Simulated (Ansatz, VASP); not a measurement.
## Two plane-wave programs on NaCl

```xyz
2
Lattice="-0.1343 2.7805 2.7805 2.7805 -0.1343 2.7805 2.7805 2.7805 -0.1343" Properties=species:S:1:pos:R:3 pbc="T T T"
Na    0.0000    0.0000    0.0000
Cl    2.7134    2.7134    2.7134
```

Change from the starting cell: epitaxial_111 strain +4.0%.

Alike in both runs: task single point; functional PBE; k mesh 8 × 8 × 8; occupations fermi-dirac, width 0.02 eV; no spin polarisation.

```csv
,VASP,Ansatz
version,VASP 6.6.1,Ansatz 0.2.0
potentials or method,"VASP PAW PBE potentials, release 64 (Na_pv, Cl)","plane waves, PAW"
plane-wave cutoff (eV),520,420
valence electrons in the cell,14,16
```

|  | VASP | Ansatz | Ansatz less VASP |
| --- | --- | --- | --- |
| gap on the k mesh at the Fermi level (eV) | 4.82 | 4.82 | 0.000 |
| pressure (GPa) | 0.0 | 0.0 | +0.03 |
| traceless stress, the component that is largest in VASP (GPa) | 0.52 | 0.52 | +0.001 |

The functional is the same, so the differences come from potentials, cutoffs and numerics. VASP's potentials hold 14 valence electrons a cell and Ansatz's 16, so a difference there can come from the potentials and not from the codes.
